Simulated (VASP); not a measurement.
# SnSe (Fmmm) in VASP: further runs

SnSe is run at these levels: r2SCAN; tasks: single point.

Program: VASP 6.6.1. These are calculated values, not measurements. Logs are shortened: lines on timing, memory, paths and dates and some standing lists are left out, and cuts for length are marked.

## 1. The cell of the first run

Symmetry: Fmmm, No. 69, orthorhombic system. The conventional cell has a = 5.809 Å, b = 6.020 Å, c = 6.231 Å, α = 90.00°, β = 90.00°, γ = 90.00°. Within 3.8 Å of Sn (site symmetry mmm) lie 6 Se at 2.90 to 3.12 Å. Se (site symmetry mmm) has 6 Sn at 2.90 to 3.12 Å within 3.8 Å.

## 2. Single point, r2SCAN (strain +0.0350 x Voigt [1, -1, 0, 0, 0, 0])

Input file POSCAR:

```
SnSe
1.0
    0.0000000000      2.9046500000      3.0100000000
    3.1153500000      0.0000000000      3.0100000000
    3.1153500000      2.9046500000      0.0000000000
Sn Se
1 1
Direct
    0.0000000000      0.0000000000      0.0000000000
    0.5000000000      0.5000000000      0.5000000000
```

Input file INCAR.step1:

```
PREC = Accurate
ENCUT = 520
ISMEAR = 0
SIGMA = 0.05
LREAL = False
LASPH = True
NELM = 100
NBANDS = 17
GGA = PE
ALGO = Normal
EDIFF = 1E-4
LWAVE = True
LCHARG = False
```

Input file INCAR.step2:

```
PREC = Accurate
ENCUT = 520
EDIFF = 1E-7
ISMEAR = 0
SIGMA = 0.05
LREAL = False
LASPH = True
NELM = 100
ALGO = Normal
ISIF = 2
LWAVE = False
LCHARG = False
METAGGA = R2SCAN
LMIXTAU = True
NBANDS = 17
ISTART = 1
```

Input file KPOINTS:

```
regular mesh
0
Gamma
  10 10 10
```

Potentials or basis: VASP PAW PBE potentials, release 64 (Sn_d, Se).

On the command line:

```sh
> cat potpaw_PBE.64/Sn_d/POTCAR potpaw_PBE.64/Se/POTCAR > POTCAR
> cp INCAR.step1 INCAR
> mpirun -np 1 vasp_std > vasp.out
> cp INCAR.step2 INCAR
> mpirun -np 1 vasp_std > vasp.out
```

OUTCAR:

```text
PREC = Accurate
   ENCUT = 520
   EDIFF = 1E-7
   ISMEAR = 0
   LREAL = False
   LASPH = True
   NELM = 100
   ISIF = 2
   METAGGA = R2SCAN
   ISTART = 1

 ion  position               nearest neighbor table
   1  0.000  0.000  0.000-   2 2.90   2 2.90   2 3.01   2 3.01   2 3.12   2 3.12
   2  0.500  0.500  0.500-   1 2.90   1 2.90   1 3.01   1 3.01   1 3.12   1 3.12

  LATTYP: Found a face centered orthorhombic cell.
 ALAT       =     5.8093000000
 B/A-ratio  =     1.0362694301
 C/A-ratio  =     1.0725388601

  Lattice vectors:

 A1 = (  -3.1153500000,   0.0000000000,  -3.0100000000)
 A2 = (  -3.1153500000,   2.9046500000,   0.0000000000)
 A3 = (   0.0000000000,   2.9046500000,  -3.0100000000)

Analysis of symmetry for initial positions (statically):
=====================================================================
 Subroutine PRICEL returns:
 Original cell was already a primitive cell.

 Routine SETGRP: Setting up the symmetry group for a
 face centered orthorhombic supercell.

 Subroutine GETGRP returns: Found  8 space group operations
 (whereof  8 operations were pure point group operations)
 out of a pool of  8 trial point group operations.

The static configuration has the point symmetry D_2h.

Analysis of symmetry for dynamics (positions and initial velocities):
=====================================================================
 Subroutine PRICEL returns:
 Original cell was already a primitive cell.

 Routine SETGRP: Setting up the symmetry group for a
 face centered orthorhombic supercell.

 Subroutine GETGRP returns: Found  8 space group operations
 (whereof  8 operations were pure point group operations)
 out of a pool of  8 trial point group operations.

The dynamic configuration has the point symmetry D_2h.

 Subroutine INISYM returns: Found  8 space group operations
 (whereof  8 operations are pure point group operations),
 and found     1 'primitive' translations

----------------------------------------------------------------------------------------

                                     Primitive cell

  volume of cell :      54.4750

  direct lattice vectors                    reciprocal lattice vectors
     0.000000000  2.904650000  3.010000000    -0.160495610  0.172137779  0.166112957
     3.115350000  0.000000000  3.010000000     0.160495610 -0.172137779  0.166112957
     3.115350000  2.904650000  0.000000000     0.160495610  0.172137779 -0.166112957

  length of vectors
     4.182952501  4.331917084  4.259389304     0.288069038  0.288069038  0.288069038

  position of ions in fractional coordinates (direct lattice)
     0.000000000  0.000000000  0.000000000
     0.500000000  0.500000000  0.500000000

  ion indices of the primitive-cell ions
   primitive index   ion index
                 1           1
                 2           2

----------------------------------------------------------------------------------------

 KPOINTS: regular mesh

Automatic generation of k-mesh.
 Grid dimensions read from file:
 generate k-points for:   10   10   10

 Generating k-lattice:

  Cartesian coordinates                     Fractional coordinates (reciprocal lattice)
    -0.016049561  0.017213778  0.016611296     0.100000000  0.000000000  0.000000000
     0.016049561 -0.017213778  0.016611296     0.000000000  0.100000000  0.000000000
     0.016049561  0.017213778 -0.016611296     0.000000000  0.000000000  0.100000000

  Length of vectors
     0.028806904  0.028806904  0.028806904

  Shift w.r.t. Gamma in fractional coordinates (k-lattice)
     0.000000000  0.000000000  0.000000000

 Subroutine IBZKPT returns following result:
 ===========================================

 Found    171 irreducible k-points:

 Following reciprocal coordinates:
            Coordinates               Weight
  0.000000  0.000000  0.000000      1.000000
  0.100000  0.000000 -0.000000      8.000000
  0.200000  0.000000 -0.000000      8.000000
  0.300000  0.000000  0.000000      8.000000
  0.400000  0.000000  0.000000      8.000000
  0.500000  0.000000  0.000000      4.000000
[... 16 lines left out ...]
  0.300000  0.300000  0.000000      2.000000
  0.400000  0.300000 -0.000000      8.000000
 [... further k-points ...]
   k-points           NKPTS =    171   k-points in BZ     NKDIM =    171   number of bands    NBANDS=     17
   number of dos      NEDOS =    301   number of ions     NIONS =      2
   total plane-waves  NPLWV =  32768
   dimension x,y,z NGX =    32 NGY =   32 NGZ =   32
   dimension x,y,z NGXF=    64 NGYF=   64 NGZF=   64
   ions per type =               1   1
   NGX,Y,Z   is equivalent  to a cutoff of  12.72, 12.28, 12.49 a.u.
   NGXF,Y,Z  is equivalent  to a cutoff of  25.44, 24.56, 24.98 a.u.
 SYSTEM =  unknown system
   PREC   = accura    normal or accurate (medium, high low for compatibility)
   ISTART =      1    job   : 0-new  1-cont  2-samecut
   ICHARG =      0    charge: 1-file 2-atom 10-const
   ISPIN  =      1    spin polarized calculation?
   LNONCOLLINEAR =      F non collinear calculations
   LSORBIT =      F    spin-orbit coupling
   LASPH  =      T    aspherical Exc in radial PAW
   ENCUT  =  520.0 eV  38.22 Ry    6.18 a.u.   7.78  8.05  7.92*2*pi/ulx,y,z
   NELM   =    100;   NELMIN=  2; NELMDL=  0     # of ELM steps
   EDIFF  = 0.1E-06   stopping-criterion for ELM
   LREAL  =      F    real-space projection
   EDIFFG = 0.1E-05   stopping-criterion for IOM
   NSW    =      0    number of steps for IOM
   IBRION =     -1    ionic relax: 0-MD 1-quasi-New 2-CG
   NFREE  =      0    steps in history (QN), initial steepest desc. (CG)
   ISIF   =      2    stress and relaxation
   ISYM   =      2    0-nonsym 1-usesym 2-fastsym
   POTIM  = 0.5000    time-step for ionic-motion
   TEBEG  =    0.0;   TEEND  =   0.0 temperature during run
   PSTRESS=    0.0 pullay stress
   NELECT =      20.0000    total number of electrons
   NUPDOWN=      -1.0000    fix difference up-down
   EMIN   =  10.00;   EMAX   =-10.00  energy-range for DOS
   EFERMI =   0.00;   METHOD = LEGACY
   ISMEAR =     0;   SIGMA  =   0.05  broadening in eV -4-tet -1-fermi 0-gaus
   EFERMI_NEDOS =   21; number of points for ismear=-14 and -15
   IALGO  =     38    algorithm
   IMIX   =      4    mixing-type and parameters
     AMIX     =   0.40;   BMIX     =  1.00
     AMIX_MAG =   1.60;   BMIX_MAG =  1.00
  volume/ion in A,a.u.               =      27.24       183.81
  Fermi-wavevector in a.u.,A,eV,Ry     =   1.172247  2.215226 18.696622  1.374163
  Thomas-Fermi vector in A             =   2.308678
   LORBIT       =      0    0 simple, 1 ext, 2 COOP (PROOUT), +10 PAW based schemes
   METAGGA = R2SCAN    functional components
   LHFCALC =     F    Hartree Fock is set to
   AEXX    =    0.0000 exact exchange contribution
   IVDW    =     0    specifies the selected vdW correction
   LEPSILON=     F    determine dielectric tensor
   LRPA    =     F    only Hartree local field effects (RPA)
 non-spin polarized calculation
 Gauss-broadening in eV      SIGMA  =   0.05
  energy-cutoff  :      520.00
  volume of cell :       54.47
 maximum number of plane-waves:      1486
   NGX = 15   NGY = 17   NGZ = 15

 number of electron      20.0000006 magnetization

 Free energy of the ion-electron system (eV)
  ---------------------------------------------------
  ext. energy  EPLUGINS =         0.00000000
  ---------------------------------------------------
  free energy    TOTEN  =       -39.82285329 eV

  energy without entropy =      -39.82285329  energy(sigma->0) =      -39.82285329

 E-fermi :   5.9319     XC(G=0): -10.1879

 val. band max:        5.6873323555   @ k =   0.5000   0.0000   0.0000
 cond. band min:       6.1407407171   @ k =  -0.4000   0.1000   0.0000
 fundamental gap:      0.4534083617
 Fermi energy:         5.9318704561

 k-point     1 :       0.0000    0.0000    0.0000
  band No.  band energies     occupation
      1     -16.8373      2.00000
      2     -16.8305      2.00000
      3     -16.8198      2.00000
      4     -16.8105      2.00000
      5     -16.8090      2.00000
      6      -9.0243      2.00000
[... 9 lines left out ...]
     16      12.0419      0.00000
     17      13.3863      0.00000

 k-point     2 :       0.1000    0.0000   -0.0000
  band No.  band energies     occupation
      1     -16.8374      2.00000
      2     -16.8301      2.00000
      3     -16.8191      2.00000
      4     -16.8113      2.00000
      5     -16.8080      2.00000
      6      -8.9505      2.00000
[... 9 lines left out ...]
     16      12.1776      0.00000
     17      14.0442      0.00000

 k-point     3 :       0.2000    0.0000   -0.0000
  band No.  band energies     occupation
      1     -16.8381      2.00000
      2     -16.8292      2.00000
      3     -16.8179      2.00000
      4     -16.8126      2.00000
      5     -16.8052      2.00000
      6      -8.7428      2.00000
[... 9 lines left out ...]
     16      12.7576      0.00000
     17      15.5433      0.00000

 k-point     4 :       0.3000    0.0000    0.0000
  band No.  band energies     occupation
      1     -16.8395      2.00000
      2     -16.8285      2.00000
      3     -16.8185      2.00000
      4     -16.8117      2.00000
      5     -16.8013      2.00000
      6      -8.4490      2.00000
[... 9 lines left out ...]
     16      13.7240      0.00000
     17      17.2757      0.00000
[... 343 lines left out ...]
      1     -16.8402      2.00000
      2     -16.8279      2.00000
      3     -16.8193      2.00000
      4     -16.8097      2.00000
      5     -16.8022      2.00000
      6      -8.3503      2.00000
[... 9 lines left out ...]
     16      15.4767      0.00000
     17      15.8072      0.00000

 k-point    23 :       0.3000    0.3000    0.0000
  band No.  band energies     occupation
      1     -16.8439      2.00000
      2     -16.8241      2.00000
      3     -16.8222      2.00000
      4     -16.8183      2.00000
      5     -16.7935      2.00000
      6      -8.2553      2.00000
[... 9 lines left out ...]
     16      16.0578      0.00000
     17      16.4704      0.00000

 k-point    24 :       0.4000    0.3000   -0.0000
  band No.  band energies     occupation
      1     -16.8473      2.00000
      2     -16.8241      2.00000
      3     -16.8213      2.00000
      4     -16.8183      2.00000
      5     -16.7906      2.00000
      6      -8.0389      2.00000
[... 9 lines left out ...]
     16      16.8976      0.00000
     17      17.3876      0.00000

 [... further k-points ...]

------------------------ aborting loop because EDIFF is reached ----------------------------------------

  FORCE on cell =-STRESS in cart. coord.  units (eV):
  Direction    XX          YY          ZZ          XY          YZ          ZX
  --------------------------------------------------------------------------------------
  -------------------------------------------------------------------------------------
  Total       -1.1858044      1.7807694     -0.0132216      0.0000000      0.0000000      0.0000000
  in kB      -34.8759860     52.3746480     -0.3888648      0.0000000      0.0000000      0.0000000
  external PRESSURE =       5.7032657 kB  Pullay stress =       0.0000000 kB

 VOLUME and BASIS-vectors are now :
 -----------------------------------------------------------------------------
  energy-cutoff  :      520.00
  volume of cell :       54.47
      direct lattice vectors                 reciprocal lattice vectors
     0.000000000  2.904650000  3.010000000    -0.160495610  0.172137779  0.166112957
     3.115350000  0.000000000  3.010000000     0.160495610 -0.172137779  0.166112957
     3.115350000  2.904650000  0.000000000     0.160495610  0.172137779 -0.166112957

 POSITION                                       TOTAL-FORCE (eV/Angst)
 -----------------------------------------------------------------------------------
      0.00000      0.00000      0.00000        -0.000000     -0.000000      0.000000
      3.11535      2.90465      3.01000         0.000000      0.000000     -0.000000
 -----------------------------------------------------------------------------------
    total drift:                                0.000000     -0.000000     -0.000000

  FREE ENERGIE OF THE ION-ELECTRON SYSTEM (eV)
  ---------------------------------------------------
  free  energy   TOTEN  =       -39.8228532926 eV

  energy  without entropy=      -39.8228532926  energy(sigma->0) =      -39.82285329
```

Wall time 3 min (1 thread of Intel Xeon 6975P-C (Granite Rapids), shared host); peak memory 0.3 GiB.

Results:

```yaml
Free_energy: -39.8229 eV
Pressure: 0.6 GPa
Band_gap_on_the_k_mesh: 0.45 eV (least direct gap 0.57 eV)
```

Caveat: the cell differs from its parent crystal (strain +0.0350 x Voigt [1, -1, 0, 0, 0, 0]); the stress differs along the axes, from -3 to 5 GPa; semilocal functionals underestimate gaps, and a narrow one can read as zero; the PAW data sets were made with another functional, which shifts forces and pressure a little; spin-orbit coupling is left out, which moves the levels of the heavy elements. A k mesh can miss the band edges.

## 3. Single point, r2SCAN (strain +0.0300 x Voigt [1, -1, 0, 0, 0, 0])

Input file POSCAR:

```
SnSe
1.0
    0.0000000000      2.9197000000      3.0100000000
    3.1003000000      0.0000000000      3.0100000000
    3.1003000000      2.9197000000      0.0000000000
Sn Se
1 1
Direct
    0.0000000000      0.0000000000      0.0000000000
    0.5000000000      0.5000000000      0.5000000000
```

Input file INCAR.step1:

```
PREC = Accurate
ENCUT = 520
ISMEAR = 0
SIGMA = 0.05
LREAL = F
LASPH = T
NELM = 100
NBANDS = 17
GGA = PE
ALGO = Normal
EDIFF = 1E-4
LWAVE = T
LCHARG = F
```

Input file INCAR.step2:

```
PREC = Accurate
ENCUT = 520
EDIFF = 1E-6
ISMEAR = 0
SIGMA = 0.05
LREAL = F
LASPH = T
NELM = 100
ALGO = Normal
ISIF = 2
LWAVE = F
LCHARG = F
METAGGA = R2SCAN
LMIXTAU = T
NBANDS = 17
ISTART = 1
```

KPOINTS is that of step 2.

Potentials or basis: VASP PAW PBE potentials, release 64 (Sn_d, Se).

On the command line:

```sh
> cat potpaw_PBE.64/Sn_d/POTCAR potpaw_PBE.64/Se/POTCAR > POTCAR
> cp INCAR.step1 INCAR
> mpirun -np 1 vasp_std > vasp.out
> cp INCAR.step2 INCAR
> mpirun -np 1 vasp_std > vasp.out
```

Run time: 2.8 min. Hardware: 1 thread of Intel Xeon 6975P-C (Granite Rapids), shared host; peak memory 0.3 GiB.

The run converged. Its results:

```yaml
Free_energy: -39.8367 eV
Pressure: 0.4 GPa
Band_gap_on_the_k_mesh: 0.46 eV (least direct gap 0.54 eV)
```

Stress tensor (GPa, compression positive):
```
-3.09  0.00  0.00
 0.00  4.36  0.00
 0.00  0.00 -0.04
```

Levels at points of the mesh, in eV from the valence-band top:
```csv
k point,band 8,band 9,band 10,band 11,band 12,band 13
"(0.00, 0.00, 0.00)",-2.93,-2.60,-2.33,3.69,4.37,5.19
"(0.50, 0.00, 0.00)",-2.40,-2.31,0.00,0.54,1.05,1.33
"(0.50, 0.50, 0.00)",-5.94,-4.43,-3.73,3.15,4.74,6.19
"(0.50, 0.00, 0.50)",-6.01,-4.32,-3.98,3.04,4.98,5.71
"(0.00, 0.50, 0.50)",-5.86,-4.20,-3.84,3.24,5.27,5.77
```

Caveat: the cell differs from its parent crystal (strain +0.0300 x Voigt [1, -1, 0, 0, 0, 0]); the stress differs along the axes, from -3 to 4 GPa; semilocal functionals underestimate gaps, and a narrow one can read as zero; the PAW data sets were made with another functional, which shifts forces and pressure a little; spin-orbit coupling is left out, which moves the levels of the heavy elements. A k mesh can miss the band edges.

## 4. Single point, r2SCAN (strain -0.0200 x Voigt [1, -1, 0, 0, 0, 0])

Input file POSCAR:

```
SnSe
1.0
    0.0000000000      3.0702000000      3.0100000000
    2.9498000000      0.0000000000      3.0100000000
    2.9498000000      3.0702000000      0.0000000000
Sn Se
1 1
Direct
    0.0000000000      0.0000000000      0.0000000000
    0.5000000000      0.5000000000      0.5000000000
```

Input file INCAR.step1:

```
SYSTEM = SnSe
PREC = Accurate ; ENCUT = 520
ISMEAR = 0 ; SIGMA = 0.05
LREAL = .FALSE. ; LASPH = .TRUE.
NELM = 80 ; NBANDS = 17
GGA = PE ; ALGO = Normal
EDIFF = 1E-4 ; LWAVE = .TRUE.
LCHARG = .FALSE.
```

Input file INCAR.step2:

```
SYSTEM = SnSe
PREC = Accurate ; ENCUT = 520
EDIFF = 1E-6 ; ISMEAR = 0
SIGMA = 0.05 ; LREAL = .FALSE.
LASPH = .TRUE. ; NELM = 80
ALGO = Normal ; ISIF = 2
LWAVE = .FALSE. ; LCHARG = .FALSE.
METAGGA = R2SCAN ; LMIXTAU = .TRUE.
NBANDS = 17 ; ISTART = 1
```

Input file KPOINTS:

```
regular mesh
0
G
  10 10 10
  0 0 0
```

On the command line:

```sh
> cat potpaw_PBE.64/Sn_d/POTCAR potpaw_PBE.64/Se/POTCAR > POTCAR
> cp INCAR.step1 INCAR
> mpirun -np 1 vasp_std > vasp.out
> cp INCAR.step2 INCAR
> mpirun -np 1 vasp_std > vasp.out
```

Wall time 2.9 min (1 thread of Intel Xeon 6975P-C (Granite Rapids), shared host); peak memory 0.29 GiB.

Results (log left out):

| Property | Result |
| --- | --- |
| Free energy | -39.8579 eV |
| Pressure | 0.2 GPa |
| Band gap on the k mesh | 0.46 eV (least direct gap 0.49 eV) |

Stress tensor (GPa, compression positive):
```
 2.73  0.00  0.00
 0.00 -2.21  0.00
 0.00  0.00 -0.04
```

Levels at points of the mesh, in eV from the valence-band top:
```
           k point  band 6  band 7  band 8  band 9  band 10  band 11  band 12  band 13  band 14  band 15
(0.00, 0.00, 0.00)  -14.72   -5.23   -2.83   -2.62    -2.44     3.89     4.36     4.89     5.91     6.06
(0.50, 0.00, 0.00)  -13.74   -8.57   -2.39   -2.33     0.00     0.49     1.06     1.25     8.57    10.28
(0.50, 0.50, 0.00)  -13.44   -6.34   -5.94   -4.32    -3.86     3.13     4.97     6.01     6.17    10.48
(0.50, 0.00, 0.50)  -13.52   -6.25   -5.89   -4.17    -3.93     3.19     5.33     5.87     5.89    10.60
(0.00, 0.50, 0.50)  -13.37   -6.42   -5.99   -4.25    -4.02     3.05     5.12     5.62     6.47    10.59
```

Caveat: the cell differs from its parent crystal (strain -0.0200 x Voigt [1, -1, 0, 0, 0, 0]); semilocal functionals underestimate gaps, and a narrow one can read as zero; the PAW data sets were made with another functional, which shifts forces and pressure a little; spin-orbit coupling is left out, which moves the levels of the heavy elements. A k mesh can miss the band edges.

## 5. Overview

| cell | gap on the mesh (eV) | pressure (GPa) |
| --- | --- | --- |
| a = 4.183, b = 4.332, c = 4.259 Å, angles 58.3, 61.7, 60.0°, 2 atoms | 0.45 | 0.6 |
| a = 4.193, b = 4.321, c = 4.259 Å, angles 58.5, 61.5, 60.0°, 2 atoms | 0.46 | 0.4 |
| a = 4.300, b = 4.214, c = 4.258 Å, angles 61.0, 59.0, 60.0°, 2 atoms | 0.46 | 0.2 |

Alike in all rows: task single point; level r2SCAN; potentials or basis VASP PAW PBE potentials, release 64 (Sn_d, Se); no spin polarisation; k mesh 10 × 10 × 10; cutoff (eV) 520; smearing gaussian 0.05 eV.

Caveats: semilocal functionals underestimate gaps, and a narrow one can read as zero; the PAW data sets were made with another functional, which shifts forces and pressure a little; spin-orbit coupling is left out, which moves the levels of the heavy elements; the stress differs along the axes, from -3 to 5 GPa (at least some runs); the stress differs along the axes, from -3 to 4 GPa (at least some runs).

Absolute energies hang on the potentials; compare differences alone.
